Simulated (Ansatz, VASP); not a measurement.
SnGeTe3: VASP beside Ansatz

```
CELL_PARAMETERS angstrom
5.17938 0.00000 0.00000
0.00000 5.17938 0.00000
0.00000 0.00000 5.17178
ATOMIC_POSITIONS crystal
Sn 0.00000 0.00000 0.99676
Ge 0.50000 0.50000 0.48507
Te 0.50000 0.00000 0.48536
Te 0.50000 0.50000 0.98504
Te 0.00000 0.50000 0.48536
```

Change from the starting cell: species swapped into the KCrCl3 type (P4mm, No. 99).

Alike in both runs: task relaxation of cell and atoms; functional PBE; k mesh 4 × 4 × 4; occupations gaussian, width 0.1 eV; no spin polarisation.

|  | VASP | Ansatz |
| --- | --- | --- |
| version | VASP 6.6.1 | Ansatz 0.2.0 |
| potentials or method | VASP PAW PBE potentials, release 64 (Sn_d, Ge_d, Te), cutoff 600 eV | scalar-relativistic, plane waves, PAW |
| valence electrons in the cell | 46 | 76 |

|  | VASP | Ansatz | Ansatz less VASP |
| --- | --- | --- | --- |
| gap on the k mesh at the Fermi level, each at its own relaxed structure (eV) | none | none | - |
| relaxed volume (Å³/atom) | 35.33 | 35.41 | +0.073 |
| relaxed cell length with the largest relative difference (Å) | 6.433 | 6.444 | +0.0107 |

A gap of «none» marks a metal or a gap that the smearing closes. VASP's potentials hold 46 valence electrons a cell and Ansatz's 76, so a difference there can come from the potentials and not from the codes.

Spin-orbit coupling is off throughout. Noted on VASP's run: the volume moved by over 15 % at a fixed basis, so the end points are rough.
